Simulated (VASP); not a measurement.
# Mg (Pm-3n) in VASP: notebook, part 2 of 2

VASP 6.6.1. Earlier steps stand in the parts before.

### Step 3. Single point, PBE

This run uses another cell than the first one, of 23.42 Å³/atom.

File INCAR:

```
  PREC = Accurate
  ENCUT = 520
  EDIFF = 1E-6
  ISMEAR = 0
  SIGMA = 0.1
  LREAL = False
  LASPH = True
  NELM = 60
  ALGO = Normal
  ISIF = 2
  LWAVE = False
  LCHARG = True
  GGA = PE
  LELF = True
  LVHAR = True
  NBANDS = 18
```

File KPOINTS:

```
regular mesh
0
Gamma
  8 8 8
```

File POSCAR:

```
Mg
1.0
    5.7222452478      0.0000000000      0.0000000000
    0.0000000000      5.7222452478      0.0000000000
    0.0000000000      0.0000000000      5.7222452478
Mg
8
Direct
    0.5000000000      0.5000000000      0.5000000000
    0.0000000000      0.0000000000      0.0000000000
    0.2500000000      0.0000000000      0.5000000000
    0.5000000000      0.2500000000      0.0000000000
    0.5000000000      0.7500000000      0.0000000000
    0.7500000000      0.0000000000      0.5000000000
    0.0000000000      0.5000000000      0.7500000000
    0.0000000000      0.5000000000      0.2500000000
```

Potentials or basis: VASP PAW PBE potentials, release 64 (Mg).

Command:

```bash
$ cat potpaw_PBE.64/Mg/POTCAR > POTCAR
$ mpirun -np 1 vasp_std > vasp.out
```

OUTCAR:

```text
PREC = Accurate
   ENCUT = 520
   EDIFF = 1E-6
   ISMEAR = 0
   LREAL = False
   LASPH = True
   NELM = 60
   ISIF = 2
   GGA = PE

 ion  position               nearest neighbor table
   1  0.500  0.500  0.500-   3 3.20   4 3.20   5 3.20   6 3.20   7 3.20   8 3.20   4 3.20   5 3.20
                             3 3.20   6 3.20   7 3.20   8 3.20
   2  0.000  0.000  0.000-   3 3.20   4 3.20   5 3.20   6 3.20   7 3.20   8 3.20   3 3.20   6 3.20
                             7 3.20   8 3.20   4 3.20   5 3.20
   3  0.250  0.000  0.500-   6 2.86   6 2.86   1 3.20   2 3.20   1 3.20   2 3.20   8 3.50   5 3.50
                             4 3.50   5 3.50   4 3.50   7 3.50   8 3.50   7 3.50
   4  0.500  0.250  0.000-   5 2.86   5 2.86   1 3.20   1 3.20   2 3.20   2 3.20   8 3.50   3 3.50
                             3 3.50   6 3.50   6 3.50   7 3.50   7 3.50   8 3.50
   5  0.500  0.750  0.000-   4 2.86   4 2.86   1 3.20   1 3.20   2 3.20   2 3.20   8 3.50   3 3.50
                             3 3.50   6 3.50   6 3.50   7 3.50   7 3.50   8 3.50
   6  0.750  0.000  0.500-   3 2.86   3 2.86   1 3.20   2 3.20   1 3.20   2 3.20   8 3.50   4 3.50
                             4 3.50   5 3.50   5 3.50   7 3.50   8 3.50   7 3.50
   7  0.000  0.500  0.750-   8 2.86   8 2.86   1 3.20   2 3.20   2 3.20   1 3.20   3 3.50   4 3.50
                             5 3.50   3 3.50   6 3.50   6 3.50   4 3.50   5 3.50
   8  0.000  0.500  0.250-   7 2.86   7 2.86   1 3.20   2 3.20   2 3.20   1 3.20   3 3.50   4 3.50
                             5 3.50   3 3.50   6 3.50   6 3.50   4 3.50   5 3.50

  LATTYP: Found a simple cubic cell.
 ALAT       =     5.7222452478

  Lattice vectors:

 A1 = (   5.7222452478,   0.0000000000,   0.0000000000)
 A2 = (   0.0000000000,   5.7222452478,   0.0000000000)
 A3 = (   0.0000000000,   0.0000000000,   5.7222452478)

Analysis of symmetry for initial positions (statically):
=====================================================================
 Subroutine PRICEL returns:
 Original cell was already a primitive cell.

 Routine SETGRP: Setting up the symmetry group for a
 simple cubic supercell.

 Subroutine GETGRP returns: Found 48 space group operations
 (whereof 24 operations were pure point group operations)
 out of a pool of 48 trial point group operations.

The static configuration has the point symmetry T_h .
[... 154 lines left out ...]
   AEXX    =    0.0000 exact exchange contribution
   IVDW    =     0    specifies the selected vdW correction
   LEPSILON=     F    determine dielectric tensor
   LRPA    =     F    only Hartree local field effects (RPA)
 non-spin polarized calculation
 Gauss-broadening in eV      SIGMA  =   0.10
  energy-cutoff  :      520.00
  volume of cell :      187.37
 maximum number of plane-waves:      5070
 NGX is ok and might be reduce to    48
   NGX = 21   NGY = 21   NGZ = 21

 number of electron      16.0000000 magnetization

 Free energy of the ion-electron system (eV)
  ---------------------------------------------------
  ext. energy  EPLUGINS =         0.00000000
  ---------------------------------------------------
  free energy    TOTEN  =       -11.70744598 eV

  energy without entropy =      -11.69214018  energy(sigma->0) =      -11.69979308

 E-fermi :   2.4975     XC(G=0):  -8.4239

 val. band max:        2.4630077088   @ k =   0.2500   0.1250   0.0000
 cond. band min:       2.5101409967   @ k =   0.1250   0.1250   0.0000
 fundamental gap:      0.0471332879
 Fermi energy:         2.4974669601

 k-point     1 :       0.0000    0.0000    0.0000
  band No.  band energies     occupation
      1      -4.3170      2.00000
      2       0.1122      2.00000
      3       0.1122      2.00000
      4       0.1208      2.00000
      5       0.2435      2.00000
      6       0.2435      2.00000
[... 481 lines left out ...]
      5       0.8365      2.00000
      6       0.8704      2.00000
[... 10 lines left out ...]
     17       7.2851      0.00000
     18       7.3397      0.00000

 [... further k-points ...]
[... 5 lines left out ...]
  --------------------------------------------------------------------------------------
  -------------------------------------------------------------------------------------
  Total       -0.0859246     -0.0859246     -0.0859246     -0.0000000      0.0000000     -0.0000000
  in kB       -0.7347316     -0.7347316     -0.7347316     -0.0000000      0.0000000     -0.0000000
  external PRESSURE =      -0.7347316 kB  Pullay stress =       0.0000000 kB

 VOLUME and BASIS-vectors are now :
 -----------------------------------------------------------------------------
  energy-cutoff  :      520.00
  volume of cell :      187.37
      direct lattice vectors                 reciprocal lattice vectors
     5.722245248  0.000000000  0.000000000     0.174756578  0.000000000  0.000000000
     0.000000000  5.722245248  0.000000000     0.000000000  0.174756578  0.000000000
     0.000000000  0.000000000  5.722245248     0.000000000  0.000000000  0.174756578

 POSITION                                       TOTAL-FORCE (eV/Angst)
 -----------------------------------------------------------------------------------
      2.86112      2.86112      2.86112        -0.000000      0.000000     -0.000000
      0.00000      0.00000      0.00000        -0.000000      0.000000     -0.000000
      1.43056      0.00000      2.86112        -0.000000      0.000000     -0.000000
      2.86112      1.43056      0.00000         0.000000      0.000000      0.000000
      2.86112      4.29168      0.00000        -0.000000     -0.000000     -0.000000
      4.29168      0.00000      2.86112         0.000000     -0.000000     -0.000000
      0.00000      2.86112      4.29168        -0.000000     -0.000000      0.000000
      0.00000      2.86112      1.43056         0.000000     -0.000000     -0.000000
 -----------------------------------------------------------------------------------
    total drift:                                0.000000      0.000000      0.000000

  FREE ENERGIE OF THE ION-ELECTRON SYSTEM (eV)
  ---------------------------------------------------
  free  energy   TOTEN  =       -11.7074459767 eV

  energy  without entropy=      -11.6921401817  energy(sigma->0) =      -11.69979308
```

stdout:

```text
POSCAR found type information on POSCAR Mg
 POSCAR found :  1 types and       8 ions
 scaLAPACK will be used
 LDA part: xc-table for (Slater+PW92), standard interpolation
 POSCAR, INCAR and KPOINTS ok, starting setup
 FFT: planning ... GRIDC
 FFT: planning ... GRID_SOFT
 FFT: planning ... GRID
 WAVECAR not read
 entering main loop
```

Wall time 2 min (1 thread of Intel Xeon 8259CL, shared host); peak memory 0.34 GiB.

Results:

```
Free energy            : -11.7074 eV
Pressure               : -0.1 GPa
Band gap on the k mesh : zero (bands 8 and 9 overlap by 2.56 eV)
```

### Step 4. Relaxation of cell and atoms, PBE

File INCAR:

```
SYSTEM = Mg
ALGO     = Fast           ! electronic algorithm
EDIFF    = 1E-6           ! SCF threshold, eV
EDIFFG   = -0.01          ! ionic threshold
ENCUT    = 600            ! plane-wave cutoff, eV
GGA      = PE             ! functional
IBRION   = 2              ! ionic algorithm
ISIF     = 3              ! what is computed and relaxed
ISMEAR   = 0              ! smearing method
LASPH    = .TRUE.         ! aspherical terms in the spheres
LCHARG   = .FALSE.        ! write CHGCAR
LREAL    = .FALSE.        ! projectors in reciprocal space
LWAVE    = .FALSE.        ! write WAVECAR
NELM     = 60             ! most SCF steps
NSW      = 100            ! ionic steps
PREC     = Accurate       ! precision mode
SIGMA    = 0.1            ! smearing width, eV
```

File KPOINTS:

```
k-points
0
G
  8 8 8
  0 0 0
```

Changes to POSCAR since step 3:

```diff
@@ -2,5 +2,5 @@
 1.0
-    5.7222452478      0.0000000000      0.0000000000
-    0.0000000000      5.7222452478      0.0000000000
-    0.0000000000      0.0000000000      5.7222452478
+    5.6630492469      0.0000000000      0.0000000000
+    0.0000000000      5.6630492469      0.0000000000
+    0.0000000000      0.0000000000      5.6630492469
 Mg
```

Potentials or basis: VASP PAW PBE potentials, release 64 (Mg).

Command:

```bash
$ cat potpaw_PBE.64/Mg/POTCAR > POTCAR
$ mpirun -np 1 vasp_std > vasp.out
```

OUTCAR:

```text
SYSTEM = Mg
   EDIFF = 1E-6
   EDIFFG = -0.01
   ENCUT = 600
   GGA = PE
   IBRION = 2
   ISIF = 3
   ISMEAR = 0
   LASPH = .TRUE.
   LREAL = .FALSE.
   NELM = 60
   NSW = 100
   PREC = Accurate

 ion  position               nearest neighbor table
   1  0.500  0.500  0.500-   3 3.17   4 3.17   5 3.17   6 3.17   7 3.17   8 3.17   4 3.17   5 3.17
                             3 3.17   6 3.17   7 3.17   8 3.17
   2  0.000  0.000  0.000-   3 3.17   4 3.17   5 3.17   6 3.17   7 3.17   8 3.17   3 3.17   6 3.17
                             7 3.17   8 3.17   4 3.17   5 3.17
   3  0.250  0.000  0.500-   6 2.83   6 2.83   1 3.17   2 3.17   1 3.17   2 3.17   8 3.47   5 3.47
                             4 3.47   5 3.47   4 3.47   7 3.47   8 3.47   7 3.47
   4  0.500  0.250  0.000-   5 2.83   5 2.83   1 3.17   1 3.17   2 3.17   2 3.17   8 3.47   3 3.47
                             3 3.47   6 3.47   6 3.47   7 3.47   7 3.47   8 3.47
   5  0.500  0.750  0.000-   4 2.83   4 2.83   1 3.17   1 3.17   2 3.17   2 3.17   8 3.47   3 3.47
                             3 3.47   6 3.47   6 3.47   7 3.47   7 3.47   8 3.47
   6  0.750  0.000  0.500-   3 2.83   3 2.83   1 3.17   2 3.17   1 3.17   2 3.17   8 3.47   4 3.47
                             4 3.47   5 3.47   5 3.47   7 3.47   8 3.47   7 3.47
   7  0.000  0.500  0.750-   8 2.83   8 2.83   1 3.17   2 3.17   2 3.17   1 3.17   3 3.47   4 3.47
                             5 3.47   3 3.47   6 3.47   6 3.47   4 3.47   5 3.47
   8  0.000  0.500  0.250-   7 2.83   7 2.83   1 3.17   2 3.17   2 3.17   1 3.17   3 3.47   4 3.47
                             5 3.47   3 3.47   6 3.47   6 3.47   4 3.47   5 3.47

  LATTYP: Found a simple cubic cell.
 ALAT       =     5.6630492469

  Lattice vectors:

 A1 = (   5.6630492469,   0.0000000000,   0.0000000000)
 A2 = (   0.0000000000,   5.6630492469,   0.0000000000)
 A3 = (   0.0000000000,   0.0000000000,   5.6630492469)

Analysis of symmetry for initial positions (statically):
=====================================================================
 Subroutine PRICEL returns:
 Original cell was already a primitive cell.

 Routine SETGRP: Setting up the symmetry group for a
 simple cubic supercell.

 Subroutine GETGRP returns: Found 48 space group operations
 (whereof 24 operations were pure point group operations)
 out of a pool of 48 trial point group operations.

The static configuration has the point symmetry T_h .
 The point group associated with its full space group is O_h .

[... 172 lines left out ...]
  ext. energy  EPLUGINS =         0.00000000
  ---------------------------------------------------
  free energy    TOTEN  =       -11.69038714 eV

  energy without entropy =      -11.67585510  energy(sigma->0) =      -11.68312112

------------------------ aborting loop because EDIFF is reached ----------------------------------------

  FORCE on cell =-STRESS in cart. coord.  units (eV):
  Direction    XX          YY          ZZ          XY          YZ          ZX
  --------------------------------------------------------------------------------------
  -------------------------------------------------------------------------------------
  Total        1.2164286      1.2164286      1.2164286      0.0000000      0.0000000      0.0000000
  in kB       10.7311481     10.7311481     10.7311481      0.0000000      0.0000000      0.0000000
  external PRESSURE =      10.7311481 kB  Pullay stress =       0.0000000 kB
[... 71 lines left out ...]
--------------------------------------- Ionic step        3  -------------------------------------------

 number of electron      16.0000000 magnetization

 Free energy of the ion-electron system (eV)
  ---------------------------------------------------
  ext. energy  EPLUGINS =         0.00000000
  ---------------------------------------------------
  free energy    TOTEN  =       -11.70785014 eV

  energy without entropy =      -11.69259455  energy(sigma->0) =      -11.70022235

 E-fermi :   2.5064     XC(G=0):  -8.4294

 val. band max:        2.4717054716   @ k =   0.2500   0.1250   0.0000
 cond. band min:       2.5193752186   @ k =   0.1250   0.1250   0.0000
 fundamental gap:      0.0476697471
 Fermi energy:         2.5064446832

 k-point     1 :       0.0000    0.0000    0.0000
  band No.  band energies     occupation
      1      -4.3155      2.00000
      2       0.1195      2.00000
      3       0.1195      2.00000
      4       0.1280      2.00000
      5       0.2491      2.00000
      6       0.2491      2.00000
      7       0.2491      2.00000
      8       4.0055      0.00000
      9       4.0055      0.00000
     10       4.0610      0.00000
     11       4.0610      0.00000
     12       4.0610      0.00000
     13       4.6010      0.00000
[... 354 lines left out ...]
  band No.  band energies     occupation
      1      -2.4595      2.00000
      2      -2.4587      2.00000
      3      -1.3373      2.00000
      4      -1.3323      2.00000
      5       0.8436      2.00000
      6       0.8776      2.00000
      7       1.8645      2.00000
      8       1.9366      2.00000
      9       3.0609      0.00000
     10       3.1910      0.00000
     11       3.9988      0.00000
     12       4.2020      0.00000
     13       5.2021      0.00000

 [... further k-points ...]
[... 5 lines left out ...]
  --------------------------------------------------------------------------------------
  -------------------------------------------------------------------------------------
  Total       -0.0141397     -0.0141397     -0.0141397     -0.0000000      0.0000000      0.0000000
  in kB       -0.1211206     -0.1211206     -0.1211206     -0.0000000      0.0000000      0.0000000
  external PRESSURE =      -0.1211206 kB  Pullay stress =       0.0000000 kB
[... 23 lines left out ...]
  FREE ENERGIE OF THE ION-ELECTRON SYSTEM (eV)
  ---------------------------------------------------
  free  energy   TOTEN  =       -11.7078501411 eV

  energy  without entropy=      -11.6925945502  energy(sigma->0) =      -11.70022235

 reached required accuracy - stopping structural energy minimisation
```

OSZICAR:

```text
N       E                     dE             d eps       ncg     rms          rms(c)
DAV:   1     0.181354969149E+02    0.18135E+02   -0.51982E+03   910   0.100E+03
DAV:   2    -0.103770852225E+02   -0.28513E+02   -0.25916E+02  1129   0.937E+01
DAV:   3    -0.117087209842E+02   -0.13316E+01   -0.12484E+01  1201   0.169E+01
[... 15 lines left out ...]
       N       E                     dE             d eps       ncg     rms          rms(c)
DAV:   1    -0.117078952691E+02   -0.10747E-02   -0.78773E-03  1130   0.534E-01    0.308E-02
RMM:   2    -0.117078726022E+02    0.22667E-04   -0.45919E-05   896   0.498E-02    0.193E-02
RMM:   3    -0.117078502948E+02    0.22307E-04   -0.86491E-06   910   0.175E-02    0.139E-03
RMM:   4    -0.117078501411E+02    0.15366E-06   -0.96238E-07   566   0.603E-03
   3 F= -.11707850E+02 E0= -.11700222E+02  d E =-.174630E-01
```

CONTCAR:

```text
Mg
   1.00000000000000
     5.7188820650970138   -0.0000000000000000    0.0000000000000000
     0.0000000000000000    5.7188820650970138    0.0000000000000000
    -0.0000000000000000    0.0000000000000000    5.7188820650970138
  Mg
     8
Direct
     0.5000000000000000    0.5000000000000000    0.5000000000000000
     0.0000000000000000    0.0000000000000000    0.0000000000000000
     0.2500000000000000    0.0000000000000000    0.5000000000000000
     0.5000000000000000    0.2500000000000000    0.0000000000000000
     0.5000000000000000    0.7500000000000000    0.0000000000000000
     0.7500000000000000    0.0000000000000000    0.5000000000000000
     0.0000000000000000    0.5000000000000000    0.7500000000000000
     0.0000000000000000    0.5000000000000000    0.2500000000000000

  0.00000000E+00  0.00000000E+00  0.00000000E+00
  0.00000000E+00  0.00000000E+00  0.00000000E+00
  0.00000000E+00  0.00000000E+00  0.00000000E+00
  0.00000000E+00  0.00000000E+00  0.00000000E+00
  0.00000000E+00  0.00000000E+00  0.00000000E+00
  0.00000000E+00  0.00000000E+00  0.00000000E+00
  0.00000000E+00  0.00000000E+00  0.00000000E+00
  0.00000000E+00  0.00000000E+00  0.00000000E+00
```

Run time: 2.8 min. Hardware: 1 thread of Intel Xeon 8259CL, shared host; peak memory 0.34 GiB.

Results:

```yaml
Free_energy: -11.7079 eV
Relaxed_volume: 23.38 Å³/atom
Relaxed_cell: a = 5.719 Å, b = 5.719 Å, c = 5.719 Å, α = 90.00°, β = 90.00°, γ = 90.00°
Space_group_after_relaxing_to_0.1_Å: Pm-3n (No. 223)
Energy_gained_by_relaxing: 2.2 meV/atom
Ionic_steps: 3
Pressure_after_relaxing: 0.0 GPa
Band_gap_on_the_k_mesh: zero (bands 8 and 9 overlap by 2.56 eV)
```

The path:
```tsv
step	energy change (eV)	largest force (eV/Å)	pressure (GPa)	volume (Å³)
1	0.0000	0.0000	1.07	181.61
2	-0.0164	0.0000	0.25	185.64
3	-0.0175	0.0000	-0.01	187.04
```

Final structure:
```
Mg
1.0
     5.71888    0.00000    0.00000
     0.00000    5.71888    0.00000
     0.00000    0.00000    5.71888
Mg
8
Direct
  0.50000 0.50000 0.50000
  0.00000 0.00000 0.00000
  0.25000 0.00000 0.50000
  0.50000 0.25000 0.00000
  0.50000 0.75000 0.00000
  0.75000 0.00000 0.50000
  0.00000 0.50000 0.75000
  0.00000 0.50000 0.25000
```

### Step 5. The runs side by side

| task | cell | k mesh | cutoff (eV) | gap on the mesh (eV) | pressure (GPa) |
| --- | --- | --- | --- | --- | --- |
| single point | a = 5.663 Å, 8 atoms | 4 × 4 × 4 | 520 | none | 1.1 |
| single point | a = 5.722 Å, 8 atoms | 8 × 8 × 8 | 520 | none | -0.1 |
| relaxation of cell and atoms | relaxed from a = 5.663 Å, 8 atoms | 8 × 8 × 8 | 600 | none | 0.0 |

Alike in all rows: level PBE; potentials or basis VASP PAW PBE potentials, release 64 (Mg); no spin polarisation; smearing gaussian 0.1 eV.

Absolute energies hang on the potentials; compare differences alone.

The gap in the log of VASP goes by the Fermi energy; the results here count the filled bands.